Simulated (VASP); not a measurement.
**W4C: relaxation of the atoms with PBE**

W4C, a slab with vacuum:

```
CELL_PARAMETERS angstrom
2.85472 0.00000 0.00000
0.00000 4.03719 0.00000
0.00000 0.00000 19.45703
ATOMIC_POSITIONS crystal
W 0.50000 0.50000 0.20558
W 0.00000 0.00000 0.27894
W 0.50000 0.50000 0.35139
W 0.00000 0.00000 0.40895
C 0.50000 0.30000 0.45932
```

- Program: VASP 6.6.1
- Task: relaxation of the atoms
- Functional: PBE
- Potentials or basis: VASP PAW PBE potentials, release 64 (W_sv, C)
- Cutoff: 520 eV
- k mesh: 9 × 7 × 1
- Occupations: gaussian, width 0.1 eV
- Spin: no spin polarisation
- Dipole correction: yes
- Atoms held fixed (from 0): [0, 1, 2, 3]
- Further INCAR settings: ALGO = Fast; EDIFF = 1e-06; IBRION = 2; EDIFFG = -0.025; NSW = 36
- Atoms held along some axes (from 0): atom 4 along a and b

The energy gained by relaxing is 97.5 meV/atom. The ionic steps are 5 and the band gap on the k mesh is zero (bands 30 and 31 overlap by 0.28 eV).

Step by step:
```tsv
step	energy change (eV)	largest force on free atoms (eV/Å)	pressure (GPa)
1	0.0000	3.0879	-0.25
2	-0.3744	1.7700	1.27
3	-0.4874	0.0487	2.82
4	-0.4874	0.0445	2.90
5	-0.4875	0.0010	2.87
```

Final structure:
```
CELL_PARAMETERS angstrom
2.85472 0.00000 0.00000
0.00000 4.03719 0.00000
0.00000 0.00000 19.45703
ATOMIC_POSITIONS crystal
W 0.50000 0.50000 0.20558
W 0.00000 0.00000 0.27894
W 0.50000 0.50000 0.35139
W 0.00000 0.00000 0.40895
C 0.50000 0.30000 0.44543
```

Levels at points of the mesh, in eV from the Fermi level:
```
           k point  band 28  band 29  band 30  band 31  band 32  band 33
(0.00, 0.00, 0.00)    -0.86    -0.21    -0.09     0.18     0.77     0.78
```

It took 13 min on 1 thread of Oxide Virtual Turin-like Processor (shared host), peak memory 0.37 GiB.

Caveat: spin-orbit coupling is left out, which moves the levels of the heavy elements.
